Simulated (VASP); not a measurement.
Set up this calculation in VASP 6.6.1, as the native input.

```
Task                   : single point
Functional             : PBE
Potentials or basis    : VASP PAW PBE potentials, release 64 (K_sv, Ge_d, Pb_d)
Cutoff                 : 520 eV
k mesh                 : 4 × 4 × 4
Occupations            : gaussian, width 0.1 eV
Spin                   : no spin polarisation
Dipole correction      : no
Further INCAR settings : ALGO = Normal; EDIFF = 1e-06; NBANDS = 40
```

The structure of KGe3Pb lies in POSCAR:

```
KGe3Pb
1.0
    4.8548957704      0.0000000000      0.0000000000
    0.0000000000      4.8548957704      0.0000000000
    0.0000000000      0.0000000000      4.8548957704
K Ge Pb
1 3 1
Direct
    0.0000000000      0.0000000000      0.0000000000
    0.0000000000      0.5000000000      0.5000000000
    0.5000000000      0.0000000000      0.5000000000
    0.5000000000      0.5000000000      0.0000000000
    0.5000000000      0.5000000000      0.5000000000
```

These files were run (other wordings do the same):

INCAR

```
PREC = Accurate ; ENCUT = 520
EDIFF = 1E-6 ; ISMEAR = 0
SIGMA = 0.1 ; LREAL = F
LASPH = T ; NELM = 100
ALGO = Normal ; ISIF = 2
LWAVE = F ; LCHARG = T
GGA = PE ; LELF = T
LVHAR = T ; NBANDS = 40
```

KPOINTS

```
Automatic mesh
0
Gamma
  4 4 4
```

Potentials or basis: VASP PAW PBE potentials, release 64 (K_sv, Ge_d, Pb_d).

Command:

```console
$ cat potpaw_PBE.64/K_sv/POTCAR potpaw_PBE.64/Ge_d/POTCAR potpaw_PBE.64/Pb_d/POTCAR > POTCAR
$ mpirun -np 1 vasp_std > vasp.out
```

Results of the run:

- Pressure: 30.3 GPa

It took 16 s on 1 thread of Intel(R) Xeon(R) 6975P-C (Granite Rapids), with other jobs on the host, peak memory 0.22 GiB.
